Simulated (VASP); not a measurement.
InFe2H3: density of states with PBE

InFe2H3:

```
In Fe H
1.0
     2.84606    0.00000    0.00000
    -1.42303    2.46476    0.00000
     0.00000    0.00000    8.01823
In Fe H
1 2 3
Direct
  0.00000 0.00000 0.00000
  0.33333 0.66667 0.37162
  0.66667 0.33333 0.62838
  0.33333 0.66667 0.71229
  0.66667 0.33333 0.28771
  0.00000 0.00000 0.50000
```

```
Program                 : VASP 6.6.1
Task                    : density of states
Functional              : PBE
Potentials or basis     : VASP PAW PBE potentials, release 64 (In_d, Fe, H)
Cutoff                  : 520 eV
k mesh                  : 12 × 12 × 4
Occupations             : gaussian, width 0.1 eV
Spin                    : collinear spin, ferromagnetic start
Starting moments        : [0.0, 2.17, 2.17, 0.0, 0.0, 0.0] μB
Dipole correction       : no
k mesh for the DOS      : 18 × 18 × 6
Occupations for the DOS : tetrahedron
Further INCAR settings  : ALGO = Normal; EDIFF = 1e-06; NBANDS = 29
```

```yaml
Net_moment: 4.36 μB per cell
Site_moments: In -0.02; Fe +2.23; H -0.02, -0.03 μB
Valence_electrons_inside_the_program's_atomic_spheres: In 11.53; Fe 7.14; H 0.55, 0.52
```

Levels at points of the mesh, in eV from the Fermi level:
Spin up:
```csv
k point,band 14,band 15,band 16,band 17,band 18,band 19,band 20,band 21,band 22,band 23
"(0.00, 0.00, 0.00)",-2.43,-1.90,-1.84,-1.84,-1.14,-1.14,1.76,8.97,9.99,13.39
"(0.50, 0.00, 0.00)",-1.91,-1.47,-1.21,-0.99,-0.94,-0.47,1.94,2.35,5.07,6.19
"(0.00, 0.00, 0.50)",-2.43,-2.09,-1.84,-1.84,-1.13,-1.13,2.19,8.85,10.73,11.17
"(0.50, 0.00, 0.50)",-1.78,-1.48,-1.21,-1.20,-0.94,-0.14,2.27,3.17,3.39,4.53
```
Spin down:
| k point | band 10 | band 11 | band 12 | band 13 | band 14 | band 15 | band 16 | band 17 | band 18 | band 19 |
| --- | --- | --- | --- | --- | --- | --- | --- | --- | --- | --- |
| (0.00, 0.00, 0.00) | -2.73 | -0.70 | -0.70 | -0.50 | -0.50 | 0.07 | 0.45 | 0.45 | 1.03 | 1.03 |
| (0.50, 0.00, 0.00) | -2.77 | -2.62 | -1.22 | -0.49 | -0.31 | 0.87 | 0.89 | 1.12 | 1.27 | 1.45 |
| (0.00, 0.00, 0.50) | -0.96 | -0.70 | -0.70 | -0.50 | -0.50 | -0.41 | 0.45 | 0.45 | 1.03 | 1.03 |
| (0.50, 0.00, 0.50) | -3.09 | -1.95 | -1.16 | -0.49 | -0.30 | 0.76 | 0.85 | 1.12 | 1.27 | 1.75 |

Wall time 7.2 min on 1 thread of AMD EPYC 9R45 96-Core Processor (Zen 5) (shared host), peak memory 0.54 GiB.

Caveat: spin-orbit coupling is left out, which moves the levels of the heavy elements.
